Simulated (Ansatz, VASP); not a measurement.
**NiO2: VASP beside Ansatz**

File INCAR:

```
PREC = Accurate ; ENCUT = 520
EDIFF = 1E-6 ; ISMEAR = 0
SIGMA = 0.05 ; LREAL = F
LASPH = T ; NELM = 60
ALGO = Normal ; ISIF = 2
LWAVE = F ; LCHARG = T
GGA = CA ; LELF = T
LVHAR = T ; NBANDS = 18
```

Contents of KPOINTS:

```
regular mesh
0
Gamma
  12 12 6
```

POSCAR

```
NiO2
1.0
    2.8940625823      0.0000000000      0.0000000000
   -1.4470312911      2.5063317164      0.0000000000
    0.0000000000      0.0000000000      3.8331858902
Ni O
1 2
Direct
    0.0000000000      0.0000000000      0.5000000000
    0.6666666667      0.3333333333      0.7186230907
    0.3333333333      0.6666666667      0.2813769093
```

Input for Ansatz:

```yaml
crystal:
  lattice:
    - [2.8940625823, 0.0, 0.0]
    - [-1.4470312911, 2.5063317164, 0.0]
    - [0.0, 0.0, 3.8331858902]
  atoms:
    - { symbol: Ni, position: [0.0, 0.0, 0.5] }
    - { symbol: O, position: [0.6666666667, 0.3333333333, 0.7186230907] }
    - { symbol: O, position: [0.3333333333, 0.6666666667, 0.2813769093] }
basis:
  ecutwfc: 520.0
kpoints:
  mp_grid: { grid: [12, 12, 6] }
hamiltonian:
  xc: lda
  pseudopotentials: { kind: paw }
scf:
  occupations: { method: gaussian, width: 0.05 }
output:
  forces: true
  stress: true
  eigenvalues: true
```

Alike in both runs: task single point; functional LDA; k mesh 12 × 12 × 6; occupations gaussian, width 0.05 eV; no spin polarisation.

```csv
,VASP,Ansatz
version,VASP 6.6.1,Ansatz 0.2.0
potentials or method,"VASP PAW LDA potentials, release 64 (Ni, O), cutoff 520 eV","scalar-relativistic, plane waves, PAW"
valence electrons in the cell,22,30
```

Ansatz gave:

| Property | Result |
| --- | --- |
| gap on the k mesh at the Fermi level (eV) | 0.43 |
| least direct gap on the mesh (eV) | 0.80 |
| pressure (GPa) | -9.3 |
| traceless stress, the component that is largest in VASP (GPa) | 13.99 |
| rms of the force components (eV/Å) | 0.154 |

Problem. What did VASP give for the same quantities?

Solution. gap on the k mesh at the Fermi level (eV): 0.40; least direct gap on the mesh (eV): 0.75; pressure (GPa): -8.2; traceless stress, the component that is largest in VASP (GPa): 13.13; rms of the force components (eV/Å): 0.183.

LDA's correlation is that of Perdew and Zunger in VASP and of Perdew and Wang (1992) in Ansatz. Atom by atom the forces differ by 0.029 eV/Å (rms over components). VASP's potentials hold 22 valence electrons a cell and Ansatz's 30, so a difference there can come from the potentials and not from the codes.
